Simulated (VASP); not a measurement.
Hf3Si2F:

```
CELL_PARAMETERS angstrom
4.09471 0.00000 0.00000
-2.04736 3.54612 0.00000
0.00000 0.00000 8.92012
ATOMIC_POSITIONS crystal
Hf 0.66667 0.33333 0.50000
Hf 0.00000 0.00000 0.00000
Hf 0.00000 0.00000 0.50000
Si 0.33333 0.66667 0.25167
Si 0.33333 0.66667 0.74833
F 0.66667 0.33333 0.00000
```

The cell was generated, and may not be a known phase.

```yaml
Program: VASP 6.6.1
Task: relaxation of cell and atoms
Functional: PBE
Potentials_or_basis: VASP PAW PBE potentials, release 64 (Hf_pv, Si, F)
Cutoff: 600 eV
k_mesh: 6 × 6 × 2
Occupations: gaussian, width 0.1 eV
Spin: no spin polarisation
```

At the start: pressure -4.9 GPa; volume 21.59 Å³/atom.

Task: Where does the relaxation end?

Result: Over 12 steps the energy falls by 994.1 meV/atom and the volume is 17.22 Å³/atom (-20.2 %); space group P-6m2 (No. 187, to 0.1 Å) before and after.

Step by step:
```
step  energy change (eV)  largest force (eV/Å)  pressure (GPa)  volume (Å³)
   1              0.0000                1.4803           -4.85       129.52
   2             -3.7507                1.2885           -4.86       115.72
   3             -4.9805                1.0996           -2.17       108.23
   4             -5.1048                0.5713           16.69        91.08
   5             -5.7777                0.7778            2.28       100.96
   6             -5.8058                0.4147            6.80        96.81
   7             -5.8376                0.5689            5.22        98.10
   8             -5.8668                0.4508           -4.44       106.72
   9             -5.9295                0.4918           -0.50       102.67
  10             -5.9537                0.2720           -0.14       102.67
  11             -5.9633                0.0208            0.31       102.68
  12             -5.9649                0.0079           -0.31       103.33
```

Final structure:
```yaml
crystal:
  lattice:
    - [4.49871, 0.00000, 0.00000]
    - [-2.24936, 3.89600, 0.00000]
    - [0.00000, 0.00000, 5.89526]
  atoms:
    - { symbol: Hf, position: [0.66667, 0.33333, 0.50000] }
    - { symbol: Hf, position: [0.00000, 0.00000, 0.00000] }
    - { symbol: Hf, position: [0.00000, 0.00000, 0.50000] }
    - { symbol: Si, position: [0.33333, 0.66667, 0.28358] }
    - { symbol: Si, position: [0.33333, 0.66667, 0.71642] }
    - { symbol: F, position: [0.66667, 0.33333, 0.00000] }
```

Caveat: the volume moved by over 15 % at a fixed basis, so the end points are rough; an odd number of electrons without spin polarisation forces a metal; a magnetic or distorted state may lie lower.
